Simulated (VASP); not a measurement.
# Fe (Im-3m) in VASP: further runs, part 2 of 2

VASP 6.6.1.

## Step 4: Single point, PBE, collinear spin, ferromagnetic start

Contents of INCAR:

```
SYSTEM = Fe
PREC     = Accurate       ! precision mode
ENCUT    = 520            ! plane-wave cutoff, eV
EDIFF    = 1E-6           ! SCF threshold, eV
ISMEAR   = -1             ! smearing method
SIGMA    = 0.1            ! smearing width, eV
LREAL    = .False.        ! projectors in reciprocal space
LASPH    = .True.         ! aspherical terms in the spheres
NELM     = 150            ! most SCF steps
ALGO     = Normal         ! electronic algorithm
ISIF     = 2              ! what is computed and relaxed
LWAVE    = .False.        ! write WAVECAR
LCHARG   = .False.        ! write CHGCAR
ISPIN    = 2              ! spin polarisation
MAGMOM   = 2.208          ! initial moments
LORBIT   = 11             ! projections on sites
LMAXMIX  = 4              ! l up to which the mixer works
GGA      = PE             ! functional
NBANDS   = 14             ! bands
```

Contents of KPOINTS:

```
regular mesh
0
Gamma
  15 15 15
  0 0 0
```

Contents of POSCAR:

```
Fe
1.0
   -1.4163059769      1.4163059769      1.4163059769
    1.4163059769     -1.4163059769      1.4163059769
    1.4163059769      1.4163059769     -1.4163059769
Fe
1
Direct
    0.0000000000      0.0000000000      0.0000000000
```

Potentials or basis: VASP PAW PBE potentials, release 64 (Fe).

On the command line:

```sh
$ cat potpaw_PBE.64/Fe/POTCAR > POTCAR
$ mpirun -np 1 vasp_std > vasp.out
```

OUTCAR:

```text
SYSTEM = Fe
   PREC = Accurate
   ENCUT = 520
   EDIFF = 1E-6
   ISMEAR = -1
   LREAL = .False.
   LASPH = .True.
   NELM = 150
   ISIF = 2
   ISPIN = 2
   LORBIT = 11
   GGA = PE

 ion  position               nearest neighbor table
   1  0.000  0.000  0.000-

  LATTYP: Found a body centered cubic cell.
 ALAT       =     2.8326119538

  Lattice vectors:

 A1 = (  -1.4163059769,   1.4163059769,   1.4163059769)
 A2 = (   1.4163059769,  -1.4163059769,   1.4163059769)
 A3 = (   1.4163059769,   1.4163059769,  -1.4163059769)

Analysis of symmetry for initial positions (statically):
=====================================================================
 Subroutine PRICEL returns:
 Original cell was already a primitive cell.

 Routine SETGRP: Setting up the symmetry group for a
 body centered cubic supercell.

 Subroutine GETGRP returns: Found 48 space group operations
 (whereof 48 operations were pure point group operations)
 out of a pool of 48 trial point group operations.

The static configuration has the point symmetry O_h .

Analysis of symmetry for dynamics (positions and initial velocities):
[... 605 lines left out ...]
     13      38.8773      0.00000
     14      38.8773      0.00000
[... 379 lines left out ...]
      3       4.9140      0.99990
      4       7.2999      0.00000
      5       7.7849      0.00000
      6      10.9097      0.00000
      7      14.5897      0.00000
      8      19.2153      0.00000
      9      25.5198      0.00000
     10      32.2929      0.00000
     11      36.7932      0.00000
     12      40.3212      0.00000
     13      44.6630      0.00000
     14      49.7577      0.00000

 [... further k-points ...]

------------------------ aborting loop because EDIFF is reached ----------------------------------------

  FORCE on cell =-STRESS in cart. coord.  units (eV):
  Direction    XX          YY          ZZ          XY          YZ          ZX
  --------------------------------------------------------------------------------------
  -------------------------------------------------------------------------------------
  Total        0.0004139      0.0004139      0.0004139     -0.0000000     -0.0000000      0.0000000
  in kB        0.0583514      0.0583514      0.0583514     -0.0000000     -0.0000000      0.0000000
  external PRESSURE =       0.0583514 kB  Pullay stress =       0.0000000 kB

 VOLUME and BASIS-vectors are now :
 -----------------------------------------------------------------------------
  energy-cutoff  :      520.00
  volume of cell :       11.36
      direct lattice vectors                 reciprocal lattice vectors
    -1.416305977  1.416305977  1.416305977     0.000000000  0.353031060  0.353031060
     1.416305977 -1.416305977  1.416305977     0.353031060  0.000000000  0.353031060
     1.416305977  1.416305977 -1.416305977     0.353031060  0.353031060  0.000000000

 POSITION                                       TOTAL-FORCE (eV/Angst)
 -----------------------------------------------------------------------------------
      0.00000      0.00000      0.00000        -0.000000     -0.000000      0.000000
 -----------------------------------------------------------------------------------
    total drift:                                0.000000      0.000000      0.000000

  FREE ENERGIE OF THE ION-ELECTRON SYSTEM (eV)
  ---------------------------------------------------
  free  energy   TOTEN  =        -8.2591818813 eV

  energy  without entropy=       -8.2288173157  energy(sigma->0) =       -8.24399960

 total charge

# of ion       s       p       d       tot
------------------------------------------
    1        0.487   0.541   6.240   7.267

 magnetization (x)

# of ion       s       p       d       tot
------------------------------------------
    1       -0.013  -0.056   2.255   2.185
```

OSZICAR:

```text
N       E                     dE             d eps       ncg     rms          rms(c)
DAV:   1     0.211088781231E+02    0.21109E+02   -0.38598E+03  7478   0.697E+02
DAV:   2    -0.843187692244E+01   -0.29541E+02   -0.27185E+02  7344   0.128E+02
DAV:   3    -0.929933211284E+01   -0.86746E+00   -0.85854E+00  8184   0.225E+01
DAV:   4    -0.930211213456E+01   -0.27800E-02   -0.27797E-02  7752   0.115E+00
DAV:   5    -0.930212554296E+01   -0.13408E-04   -0.13409E-04  8256   0.814E-02    0.114E+01
DAV:   6    -0.834303778652E+01    0.95909E+00   -0.10569E+01  8496   0.376E+01    0.560E+00
DAV:   7    -0.827055613981E+01    0.72482E-01   -0.72117E-01  8316   0.940E+00    0.328E+00
DAV:   8    -0.826588225695E+01    0.46739E-02   -0.11126E-02  8186   0.609E-01    0.148E+00
DAV:   9    -0.825882699237E+01    0.70553E-02   -0.10800E-02  9070   0.589E-01    0.416E-01
DAV:  10    -0.825921643551E+01   -0.38944E-03   -0.18025E-03  7626   0.358E-01    0.138E-01
DAV:  11    -0.825918055732E+01    0.35878E-04   -0.28066E-04  8214   0.165E-01    0.419E-02
DAV:  12    -0.825918178823E+01   -0.12309E-05   -0.68392E-06  8018   0.296E-02    0.129E-02
DAV:  13    -0.825918188127E+01   -0.93042E-07   -0.24257E-06  6114   0.101E-02
   1 F= -.82591819E+01 E0= -.82439996E+01  d E =-.303646E-01  mag=     2.1871
```

Run time: 18 s. Hardware: 1 thread of Intel Xeon Platinum 8559C (Emerald Rapids), shared host; peak memory 0.14 GiB.

What came out:

```yaml
Free_energy: -8.2592 eV
Pressure: 0.0 GPa
Net_moment: 2.19 μB per cell
Site_moments: Fe +2.19 μB
Valence_electrons_inside_the_program's_atomic_spheres: Fe 7.27
```

Levels at points of the mesh, in eV from the Fermi level:
Spin up:
| k point | band 3 | band 4 | band 5 | band 6 | band 7 | band 8 |
| --- | --- | --- | --- | --- | --- | --- |
| (0.00, 0.00, 0.00) | -2.32 | -2.32 | -1.11 | -1.11 | 25.00 | 25.00 |
Spin down:
```
           k point  band 1  band 2  band 3  band 4  band 5  band 6  band 7
(0.00, 0.00, 0.00)   -8.28   -0.41   -0.41   -0.41    1.64    1.64   24.75
```

## Step 5: The runs side by side

```csv
smearing,gap on the mesh (eV),pressure (GPa),moment (μB)
fermi-dirac 0.01 eV,none,-0.7,2.18
fermi-dirac 0.03 eV,none,0.0,2.19
fermi-dirac 0.1 eV,none,0.0,2.19
```

Alike in all rows: task single point; level PBE; potentials or basis VASP PAW PBE potentials, release 64 (Fe); spin collinear, ferromagnetic start; cell as given; k mesh 15 × 15 × 15; cutoff (eV) 520.

Every run on the cell as given and a fine mesh finds a metal.

Absolute energies hang on the potentials; compare differences alone.
